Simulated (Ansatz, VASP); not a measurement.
# KCl in VASP and in Ansatz

```xyz
2
Lattice="3.7430 0.0000 0.0000 0.0000 3.7430 0.0000 0.0000 0.0000 3.6340" Properties=species:S:1:pos:R:3 pbc="T T T"
K     0.0000    0.0000    0.0000
Cl    1.8715    1.8715    1.8170
```

Change from the starting cell: equal xx and yy strain of +3 %, crystal datasets.

Alike in both runs: task electric field gradients; functional PBE; k mesh 7 × 7 × 7; occupations fermi-dirac, width 0.02 eV; no spin polarisation.

|  | VASP | Ansatz |
| --- | --- | --- |
| version | VASP 6.6.1 | Ansatz 0.2.0 |
| potentials or method | VASP PAW PBE potentials, release 64 (K_sv, Cl), cutoff 520 eV | all-electron PAW with datasets made for the crystal, scalar-relativistic |

|  | VASP | Ansatz | Ansatz less VASP |
| --- | --- | --- | --- |
| gap on the k mesh at the Fermi level (eV) | 5.18 | 5.18 | +0.001 |
| pressure (GPa) | 2.5 | 2.5 | -0.04 |
| traceless stress, the component that is largest in VASP (GPa) | 0.96 | 0.97 | +0.003 |
| size of Vzz on the site where it differs most (V/Å²) | 7.5 | 7.7 | +0.18 |

Ansatz ran all-electron here, and VASP with PAW potentials.
